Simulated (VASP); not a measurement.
# Zr in VASP: further runs, part 3 of 3

VASP 6.6.1. The steps go on from the part before.

**6. Electric field gradients, LDA (equal xy, yz and zx shear strains of -2 %)**

File INCAR:

```
SYSTEM = Zr
  PREC = Accurate
  ENCUT = 520
  EDIFF = 1E-8
  ISMEAR = -1
  SIGMA = 0.03
  LREAL = .False.
  LASPH = .True.
  NELM = 80
  ALGO = Normal
  ISIF = 2
  LWAVE = .False.
  LCHARG = .False.
  GGA = CA
  LEFG = .True.
  NBANDS = 19
```

File KPOINTS:

```
regular mesh
0
Gamma
  13 13 7
  0 0 0
```

File POSCAR:

```
Zr
1.0
    3.2319982225     -0.0323199822     -0.0323199822
   -1.6439890369      2.8151525567     -0.0118299345
   -0.0514700000     -0.0514700000      5.1470000000
Zr
2
Direct
    0.3333333333      0.6666666667      0.2500000000
    0.6666666667      0.3333333333      0.7500000000
```

Potentials or basis: VASP PAW LDA potentials, release 64 (Zr_sv).

Run with:

```sh
cat potpaw_LDA.64/Zr_sv/POTCAR > POTCAR
mpirun -np 1 vasp_std > vasp.out
```

OUTCAR:

```text
SYSTEM = Zr
   PREC = Accurate
   ENCUT = 520
   EDIFF = 1E-8
   ISMEAR = -1
   LREAL = .False.
   LASPH = .True.
   NELM = 80
   ISIF = 2
   GGA = CA

 ion  position               nearest neighbor table
   1  0.333  0.667  0.250-   2 3.13   2 3.15   2 3.18   2 3.20   2 3.21   2 3.21
   2  0.667  0.333  0.750-   1 3.13   1 3.15   1 3.18   1 3.20   1 3.21   1 3.21

  LATTYP: Found a triclinic cell.
 ALAT       =     3.2043532150
 B/A-ratio  =     1.0087281861
 C/A-ratio  =     1.6064130041
 COS(alpha) =     0.0198960208
 COS(beta)  =     0.0274156886
 COS(gamma) =     0.4869832430

  Lattice vectors:

 A1 = (   1.5880091856,   2.7828325745,  -0.0441499167)
 A2 = (   3.2319982225,  -0.0323199822,  -0.0323199822)
 A3 = (   0.0514700000,   0.0514700000,  -5.1470000000)

Analysis of symmetry for initial positions (statically):
=====================================================================
 Subroutine PRICEL returns:
 Original cell was already a primitive cell.

 Routine SETGRP: Setting up the symmetry group for a
 triclinic supercell.

 Subroutine GETGRP returns: Found  2 space group operations
 (whereof  2 operations were pure point group operations)
 out of a pool of  2 trial point group operations.

The static configuration has the point symmetry S_2 .

Analysis of symmetry for dynamics (positions and initial velocities):
=====================================================================
 Subroutine PRICEL returns:
 Original cell was already a primitive cell.

 Routine SETGRP: Setting up the symmetry group for a
 triclinic supercell.

 Subroutine GETGRP returns: Found  2 space group operations
 (whereof  2 operations were pure point group operations)
 out of a pool of  2 trial point group operations.

The dynamic configuration has the point symmetry S_2 .

 Subroutine INISYM returns: Found  2 space group operations
 (whereof  2 operations are pure point group operations),
 and found     1 'primitive' translations

----------------------------------------------------------------------------------------

                                     Primitive cell

  volume of cell :      46.5474

  direct lattice vectors                    reciprocal lattice vectors
     3.231998223 -0.032319982 -0.032319982     0.311273395  0.181797742  0.004930711
    -1.643989037  2.815152557 -0.011829935     0.003609531  0.357343593  0.003609531
    -0.051470000 -0.051470000  5.147000000     0.001962901  0.001962901  0.194327193

  length of vectors
     3.232321406  3.260049665  5.147514674     0.360507778  0.357380051  0.194347019

  position of ions in fractional coordinates (direct lattice)
     0.333333333  0.666666667  0.250000000
     0.666666667  0.333333333  0.750000000

  ion indices of the primitive-cell ions
   primitive index   ion index
                 1           1
                 2           2

----------------------------------------------------------------------------------------

 KPOINTS: regular mesh

[... 73 lines left out ...]
   ISIF   =      2    stress and relaxation
   ISYM   =      2    0-nonsym 1-usesym 2-fastsym
   POTIM  = 0.5000    time-step for ionic-motion
   TEBEG  =    0.0;   TEEND  =   0.0 temperature during run
   PSTRESS=    0.0 pullay stress
   NELECT =      24.0000    total number of electrons
   NUPDOWN=      -1.0000    fix difference up-down
   EMIN   =  10.00;   EMAX   =-10.00  energy-range for DOS
   EFERMI =   0.00;   METHOD = LEGACY
   ISMEAR =    -1;   SIGMA  =   0.03  broadening in eV -4-tet -1-fermi 0-gaus
   EFERMI_NEDOS =   21; number of points for ismear=-14 and -15
   IALGO  =     38    algorithm
   IMIX   =      4    mixing-type and parameters
     AMIX     =   0.40;   BMIX     =  1.00
     AMIX_MAG =   1.60;   BMIX_MAG =  1.00
  volume/ion in A,a.u.               =      23.27       157.06
  Fermi-wavevector in a.u.,A,eV,Ry     =   1.312744  2.480726 23.446868  1.723296
  Thomas-Fermi vector in A             =   2.443115
   LORBIT       =      0    0 simple, 1 ext, 2 COOP (PROOUT), +10 PAW based schemes
   GGA     = CA    functional components
   LHFCALC =     F    Hartree Fock is set to
   AEXX    =    0.0000 exact exchange contribution
   IVDW    =     0    specifies the selected vdW correction
   LEPSILON=     F    determine dielectric tensor
   LRPA    =     F    only Hartree local field effects (RPA)
 non-spin polarized calculation
  energy-cutoff  :      520.00
  volume of cell :       46.55
 maximum number of plane-waves:      1270
   NGX = 13   NGY = 13   NGZ = 19

 number of electron      24.0000000 magnetization

 Free energy of the ion-electron system (eV)
  ---------------------------------------------------
  ext. energy  EPLUGINS =         0.00000000
  ---------------------------------------------------
  free energy    TOTEN  =       -18.52356564 eV

  energy without entropy =      -18.51691052  energy(sigma->0) =      -18.52023808

 E-fermi :   8.8058     XC(G=0): -11.2959

 val. band max:        8.8027133224   @ k =   0.4615   0.1538   0.2857
 cond. band min:       8.8059502034   @ k =  -0.0769  -0.0769   0.1429
 fundamental gap:      0.0032368810
 Fermi energy:         8.8057706053

 k-point     1 :       0.0000    0.0000    0.0000
  band No.  band energies     occupation
      1     -39.7635      2.00000
      2     -39.6038      2.00000
      3     -18.4450      2.00000
      4     -17.5683      2.00000
      5     -17.5425      2.00000
      6     -17.4242      2.00000
[... 505 lines left out ...]
      6     -17.7240      2.00000
[... 11 lines left out ...]
     18      13.2366      0.00000
     19      13.7089      0.00000

 [... further k-points ...]

------------------------ aborting loop because EDIFF is reached ----------------------------------------

  FORCE on cell =-STRESS in cart. coord.  units (eV):
  Direction    XX          YY          ZZ          XY          YZ          ZX
  --------------------------------------------------------------------------------------
  -------------------------------------------------------------------------------------
  Total       -1.8320843     -1.8151275     -1.6165637      0.2398918      0.1141534      0.1164987
  in kB      -63.0609041    -62.4772444    -55.6426177      8.2571480      3.9291958      4.0099206
  external PRESSURE =     -60.3935887 kB  Pullay stress =       0.0000000 kB

 VOLUME and BASIS-vectors are now :
 -----------------------------------------------------------------------------
  energy-cutoff  :      520.00
  volume of cell :       46.55
      direct lattice vectors                 reciprocal lattice vectors
     3.231998223 -0.032319982 -0.032319982     0.311273395  0.181797742  0.004930711
    -1.643989037  2.815152557 -0.011829935     0.003609531  0.357343593  0.003609531
    -0.051470000 -0.051470000  5.147000000     0.001962901  0.001962901  0.194327193

 POSITION                                       TOTAL-FORCE (eV/Angst)
 -----------------------------------------------------------------------------------
     -0.03153      1.85313      1.26809         0.036639      0.002303      0.005871
      1.56807      0.87824      3.83476        -0.036639     -0.002303     -0.005871
 -----------------------------------------------------------------------------------
    total drift:                               -0.000000      0.000000     -0.000000

  FREE ENERGIE OF THE ION-ELECTRON SYSTEM (eV)
  ---------------------------------------------------
  free  energy   TOTEN  =       -18.5235656433 eV

  energy  without entropy=      -18.5169105185  energy(sigma->0) =      -18.52023808

 Electric field gradients (V/A^2)
---------------------------------------------------------------------
 ion       V_xx      V_yy      V_zz      V_xy      V_xz      V_yz
---------------------------------------------------------------------
   1     -20.993   -20.840    41.833     2.296     5.334     5.351
   2     -20.993   -20.840    41.833     2.296     5.334     5.351
---------------------------------------------------------------------

 Electric field gradients after diagonalization (V/A^2)
 (convention: |V_zz| > |V_xx| > |V_yy|)
----------------------------------------------------------------------
 ion       V_xx      V_yy      V_zz     asymmetry (V_yy - V_xx)/ V_zz
----------------------------------------------------------------------
   1     -23.214   -19.549    42.763       0.086
   2     -23.214   -19.549    42.763       0.086
----------------------------------------------------------------------

           NMR quadrupolar parameters

 Cq : quadrupolar parameter    Cq=e*Q*V_zz/h
 eta: asymmetry parameters     (V_yy - V_xx)/ V_zz
 Q  : nuclear electric quadrupole moment in mb (millibarn)
----------------------------------------------------------------------
 ion       Cq(MHz)       eta       Q (mb)
----------------------------------------------------------------------
   1       0.103       0.086       1.000
   2       0.103       0.086       1.000
----------------------------------------------------------------------
```

stdout:

```text
POSCAR found type information on POSCAR Zr
 POSCAR found :  1 types and       2 ions
 scaLAPACK will be used
 LDA part: xc-table for (Slater(with rela. corr.)+CA(PZ))
 , standard interpolation
 POSCAR, INCAR and KPOINTS ok, starting setup
 FFT: planning ... GRIDC
 FFT: planning ... GRID_SOFT
 FFT: planning ... GRID
 WAVECAR not read
 entering main loop
ion   1
     0.0000523     0.1500538     0.0836834    -1.2046322     0.0843470    -0.0102895
     0.0000720     0.1500538     0.0836834    -1.2046321     0.0843470    -0.0102895
     0.0000992     0.1500538     0.0836834    -1.2046321     0.0843470    -0.0102895
     0.0001366     0.1500538     0.0836834    -1.2046321     0.0843470    -0.0102895

     0.0000523    -1.9805963    -4.8117886   -33.0508377    -4.7959810     0.0652112
     0.0000720    -1.9804118    -4.8115278   -33.0494229    -4.7957211     0.0652043
     0.0000992    -1.9801114    -4.8111072   -33.0471329    -4.7953017     0.0651932
     0.0001366    -1.9796244    -4.8104317   -33.0434425    -4.7946282     0.0651752

ion   2
     0.0000523     0.1500538     0.0836834    -1.2046322     0.0843470    -0.0102895
     0.0000720     0.1500538     0.0836834    -1.2046321     0.0843470    -0.0102895
     0.0000992     0.1500538     0.0836834    -1.2046321     0.0843470    -0.0102895
     0.0001366     0.1500538     0.0836834    -1.2046321     0.0843470    -0.0102895

     0.0000523    -1.9805963    -4.8117886   -33.0508377    -4.7959810     0.0652112
     0.0000720    -1.9804118    -4.8115278   -33.0494229    -4.7957211     0.0652043
     0.0000992    -1.9801114    -4.8111072   -33.0471329    -4.7953017     0.0651932
     0.0001366    -1.9796244    -4.8104317   -33.0434425    -4.7946282     0.0651752
```

It took 10 min on 1 thread of Intel Xeon 8259CL, shared host; peak memory 0.48 GiB.

What came out:

| Item | Value |
| --- | --- |
| Free energy | -18.5236 eV |
| Pressure | -6.0 GPa |
| Largest force | 0.037 eV/Å |
| Band gap on the k mesh | zero (band 12 reaches 9.76 eV, above the bottom of band 13 at 8.55 eV) |

Forces on the atoms (eV/Å):
```
Zr   0.037  0.002  0.006
Zr  -0.037 -0.002 -0.006
```

Stress tensor (GPa, compression positive):
```
-6.31  0.83  0.40
 0.83 -6.25  0.39
 0.40  0.39 -5.56
```

Levels at points of the mesh, in eV from the Fermi level:
```csv
k point,band 8,band 9,band 10,band 11,band 12,band 13,band 14,band 15,band 16,band 17
"(0.00, 0.00, 0.00)",-26.20,-5.64,-3.04,0.65,0.96,0.99,1.25,1.36,1.65,2.04
```

Electric field gradients, principal values (V/Å²):
```tsv
atom	least	middle	greatest (by size)
1 Zr	-19.549	-23.214	42.763
2 Zr	-19.549	-23.214	42.763
```

Caveat: the cell differs from its parent crystal (equal xy, yz and zx shear strains of -2 %); without QUAD_EFG the Cq values of the log hold for a quadrupole moment of 1 mb, not for the nuclei.

**7. Overview**

| cell | gap on the mesh (eV) | pressure (GPa) | largest force (eV/Å) |
| --- | --- | --- | --- |
| a = 3.232, b = 3.204, c = 5.148 Å, angles 89.6, 88.8, 119.1°, 2 atoms | none | -6.0 | 0.03 |
| a = 3.295, b = 3.295, c = 5.248 Å, angles 90.0, 90.0, 120.0°, 2 atoms | none | -10.4 | - |
| a = 3.232, b = 3.260, c = 5.148 Å, angles 90.4, 91.1, 120.9°, 2 atoms | none | -6.0 | 0.04 |

Alike in all rows: task electric field gradients; level LDA; potentials or basis VASP PAW LDA potentials, release 64 (Zr_sv); no spin polarisation; k mesh 13 × 13 × 7; cutoff (eV) 520; smearing fermi-dirac 0.03 eV.

Absolute energies hang on the potentials; compare differences alone.
